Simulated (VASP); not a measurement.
Input of a VASP 6.6.1 run:

INCAR

```
SYSTEM = KCl
PREC     = Accurate       ! precision mode
ENCUT    = 520            ! plane-wave cutoff, eV
EDIFF    = 1E-7           ! SCF threshold, eV
ISMEAR   = -1             ! smearing method
SIGMA    = 0.03           ! smearing width, eV
LREAL    = .FALSE.        ! projectors in reciprocal space
LASPH    = .TRUE.         ! aspherical terms in the spheres
NELM     = 100            ! most SCF steps
ALGO     = Normal         ! electronic algorithm
ISIF     = 2              ! what is computed and relaxed
LWAVE    = .FALSE.        ! write WAVECAR
LCHARG   = .FALSE.        ! write CHGCAR
GGA      = PS             ! functional
NBANDS   = 15             ! bands
```

The input KPOINTS:

```
Automatic mesh
0
G
  7 7 7
  0 0 0
```

The input POSCAR:

```
KCl
1.0
    0.0000000000      3.0929780000      3.1561000000
    3.0929780000      0.0000000000      3.1561000000
    3.0929780000      3.0929780000      0.0000000000
K Cl
1 1
Direct
    0.0000000000      0.0000000000      0.0000000000
    0.5000000000      0.5000000000      0.5000000000
```

Potentials or basis: VASP PAW PBE potentials, release 64 (K_sv, Cl).

Launch:

```console
$ cat potpaw_PBE.64/K_sv/POTCAR potpaw_PBE.64/Cl/POTCAR > POTCAR
$ mpirun -np 1 vasp_std > vasp.out
```

**Question.** What does it give for the band gap on the k mesh?

**Answer.** 5.12 eV, direct.

**Question.** Estimate the pressure.

**Answer.** 0.2 GPa.

Stress tensor (GPa, compression positive):
```
 0.47  0.00  0.00
 0.00  0.47  0.00
 0.00  0.00 -0.29
```

Caveat: the cell differs from its parent crystal (equal xx and yy strain of -2 %); the PAW data sets were made with another functional, which shifts forces and pressure a little.
